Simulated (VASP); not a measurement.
Input of a VASP 6.6.1 run:

INCAR

```
GGA      = MK             # functional
LUSE_VDW = T            
AGGAC    = 0.0          
PARAM1   = 0.1234       
PARAM2   = 1.0          
ISMEAR   = 2              # smearing method
SIGMA    = 0.1            # smearing width, eV
LWAVE    = F              # write WAVECAR
LCHARG   = F              # write CHGCAR
ISIF     = 2              # what is computed and relaxed
PREC     = Accurate       # precision mode
LASPH    = T              # aspherical terms in the spheres
LREAL    = F              # projectors in reciprocal space
ALGO     = Normal         # electronic algorithm
EDIFF    = 1E-6           # SCF threshold, eV
NELM     = 120            # most SCF steps
GGA_COMPAT= F            
ENCUT    = 270            # plane-wave cutoff, eV
NBANDS   = 14             # bands
ADDGRID  = F
```

The input KPOINTS:

```
Automatic mesh
0
Gamma
  16 16 16
  0 0 0
```

The input POSCAR:

```
Ir
1.0
    0.0000000000      1.9156000000      1.9347560000
    1.9156000000      0.0000000000      1.9347560000
    1.9156000000      1.9156000000      0.0000000000
Ir
1
Direct
    0.0000000000      0.0000000000      0.0000000000
```

Potentials or basis: VASP PAW PBE potentials, release 64 (Ir).

Launch:

```console
$ cat potpaw_PBE.64/Ir/POTCAR > POTCAR
$ mpirun -np 1 vasp_std > vasp.out
```

(1) Predict the band gap on the k mesh.

(2) Estimate the pressure.

Answers

(1) zero (an odd number of electrons rules out a gap without spin polarisation).

(2) 4.6 GPa.

Caveat: the cell differs from its parent crystal (cell strained by +1.0% along z); the cell stands under pressure; the PAW data sets were made with another functional, which shifts forces and pressure a little; spin-orbit coupling is left out, which moves the levels of the heavy elements.
